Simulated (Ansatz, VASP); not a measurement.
## Two plane-wave programs on MgO

```
Mg O
1.0
     0.00000    2.10217    2.10217
     2.10217    0.00000    2.10217
     2.10217    2.10217    0.00000
Mg O
1 1
Direct
  0.00000 0.00000 0.00000
  0.50000 0.50000 0.50000
```

Alike in both runs: task single point; functional r2SCAN; k mesh 10 × 10 × 10; no spin polarisation.

|  | VASP | Ansatz |
| --- | --- | --- |
| version | VASP 6.6.1 | Ansatz 0.2.0 |
| potentials or method | VASP PAW PBE potentials, release 64 (Mg, O) | plane waves, PAW |
| plane-wave cutoff (eV) | 520 | 500 |
| occupations | gaussian, width 0.01 eV | fixed |
| valence electrons in the cell | 8 | 16 |

```csv
,VASP,Ansatz,Ansatz less VASP
gap on the k mesh at the Fermi level (eV),5.66,5.68,+0.025
pressure (GPa),-1.1,0.0,+1.15
```

VASP's potentials were made for PBE, not for r2SCAN. VASP's potentials hold 8 valence electrons a cell and Ansatz's 16, so a difference there can come from the potentials and not from the codes.
